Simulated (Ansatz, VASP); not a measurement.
## One calculation of P, two programs

```
P
1.0
     0.00000    1.48496    1.48496
     1.48496    0.00000    1.48496
     1.48496    1.48496    0.00000
P
1
Direct
  0.00000 0.00000 0.00000
```

Change from the starting cell: volume scaled by 0.45, LAPW.

Alike in both runs: task single point; functional PBE; k mesh 18 × 18 × 18; occupations fermi-dirac, width 0.1 eV; no spin polarisation.

```csv
,VASP,Ansatz
version,VASP 6.6.1,Ansatz 0.2.0
potentials or method,"VASP PAW PBE potentials, release 64 (P), cutoff 520 eV","all-electron LAPW, scalar-relativistic"
```

```csv
,VASP,Ansatz,Ansatz less VASP
pressure (GPa),341.3,347.8,+6.52
```

Both programs put the cell under a high pressure, so it lies far from rest at this level. Ansatz ran all-electron here, and VASP with PAW potentials.

Noted on VASP's run: the cell as given lies far from equilibrium.
